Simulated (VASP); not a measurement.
Write the native input for VASP 6.6.1 that does the following.

| Quantity | Value |
| --- | --- |
| Task | electric field gradients |
| Functional | PBE |
| Potentials or basis | VASP PAW PBE potentials, release 64 (As) |
| Cutoff | 520 eV |
| k mesh | 11 × 11 × 11 |
| Occupations | fermi-dirac, width 0.03 eV |
| Spin | no spin polarisation |
| Dipole correction | no |
| Further INCAR settings | ALGO = Normal; EDIFF = 1e-08; NBANDS = 12 |

The structure of As lies in POSCAR:

```
As
1.0
    1.8797494575      1.0852738553      3.4857700000
   -1.8797494575      1.0852738553      3.4857700000
    0.0000000000     -2.1705477106      3.4857700000
As
2
Direct
    0.2275400000      0.2275400000      0.2275400000
    0.7724600000      0.7724600000      0.7724600000
```

These files were run (other wordings do the same):

INCAR

```
ALGO = Normal
EDIFF = 1E-8
ENCUT = 520
GGA = PE
ISIF = 2
ISMEAR = -1
LASPH = T
LCHARG = F
LEFG = T
LREAL = F
LWAVE = F
NBANDS = 12
NELM = 80
PREC = Accurate
SIGMA = 0.03
```

KPOINTS

```
k-points
0
Gamma
  11 11 11
```

Potentials or basis: VASP PAW PBE potentials, release 64 (As).

Command:

```sh
$ cat potpaw_PBE.64/As/POTCAR > POTCAR
$ mpirun -np 1 vasp_std > vasp.out
```

It gave:

```
Pressure                                : 3.9 GPa
Largest force                           : 0.278 eV/Å
Band gap on the k mesh                  : zero (bands 5 and 6 overlap by 0.36 eV)
Largest electric field gradient by atom : As -47.5 V/Å²
```

Caveat: the cell stands under pressure; without QUAD_EFG the Cq values of the log hold for a quadrupole moment of 1 mb, not for the nuclei.

Run time: 77 s on 1 thread of Intel Xeon 8259CL, on a shared host, peak memory 0.21 GiB.
